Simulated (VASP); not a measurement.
Here is a VASP 6.6.1 calculation.

The input POSCAR:

```
Au
1.0
    0.0000000000      2.0615246536      2.0615246536
    2.0615246536      0.0000000000      2.0615246536
    2.0615246536      2.0615246536      0.0000000000
Au
1
Direct
    0.0000000000      0.0000000000      0.0000000000
```

File INCAR.step1:

```
ALGO = Normal
EDIFF = 1E-4
ENCUT = 520
GGA = PE
ISMEAR = 1
LASPH = T
LCHARG = F
LREAL = F
LWAVE = T
NBANDS = 12
NELM = 60
PREC = Accurate
SIGMA = 1.0
```

Contents of INCAR.step2:

```
ALGO = Normal
EDIFF = 1E-6
ENCUT = 520
ISIF = 2
ISMEAR = 1
ISTART = 1
LASPH = T
LCHARG = F
LMIXTAU = T
LREAL = F
LWAVE = F
METAGGA = R2SCAN
NBANDS = 12
NELM = 60
PREC = Accurate
SIGMA = 1.0
```

The input KPOINTS:

```
k-points
0
Gamma
  13 13 13
```

Potentials or basis: VASP PAW PBE potentials, release 64 (Au).

Command:

```sh
$ cat potpaw_PBE.64/Au/POTCAR > POTCAR
$ cp INCAR.step1 INCAR
$ mpirun -np 1 vasp_std > vasp.out
$ cp INCAR.step2 INCAR
$ mpirun -np 1 vasp_std > vasp.out
```

(1) What does it give for the pressure?

Results:

(1) 0.4 GPa.

Caveat: the PAW data sets were made with another functional, which shifts forces and pressure a little.
